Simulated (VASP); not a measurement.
Write the native input for VASP 6.6.1 that does the following.

```yaml
Task: single point
Functional: PBE
Potentials_or_basis: VASP PAW PBE potentials, release 64 (Ti_sv, B)
Cutoff: 500 eV
k_mesh: 13 × 13 × 10
Occupations: fermi-dirac, width 0.15 eV
Spin: no spin polarisation
Dipole_correction: no
Further_INCAR_settings: ALGO = Normal; EDIFF = 1e-06; NBANDS = 16
```

The structure of TiB2 lies in POSCAR:

```
TiB2
1.0
    2.9237122308      0.0000000000      0.0000000000
   -1.4618561154      2.5320090653      0.0000000000
    0.0000000000      0.0000000000      3.0601043483
Ti B
1 2
Direct
    0.0000000000      0.0000000000      0.0000000000
    0.3333333333      0.6666666667      0.5000000000
    0.6666666667      0.3333333333      0.5000000000
```

One way to write it, as run:

INCAR

```
SYSTEM = TiB2
ALGO = Normal ; EDIFF = 1E-6
ENCUT = 500 ; GGA = PE
GGA_COMPAT = .False. ; ISIF = 2
ISMEAR = -1 ; LASPH = .True.
LCHARG = .False. ; LREAL = .False.
LWAVE = .False. ; NBANDS = 16
NELM = 120 ; PREC = Accurate
SIGMA = 0.15
```

KPOINTS

```
k-points
0
Gamma
  13 13 10
  0 0 0
```

Potentials or basis: VASP PAW PBE potentials, release 64 (Ti_sv, B).

Launch:

```console
$ cat potpaw_PBE.64/Ti_sv/POTCAR potpaw_PBE.64/B/POTCAR > POTCAR
$ mpirun -np 1 vasp_std > vasp.out
```

Results of the run:

* Pressure: 40.2 GPa
* Band gap on the k mesh: zero (band 9 reaches 11.73 eV, above the bottom of band 10 at 11.09 eV)

Run time: 27 s on 1 thread of Intel Xeon 6975P-C, on a shared host, peak memory 0.17 GiB.
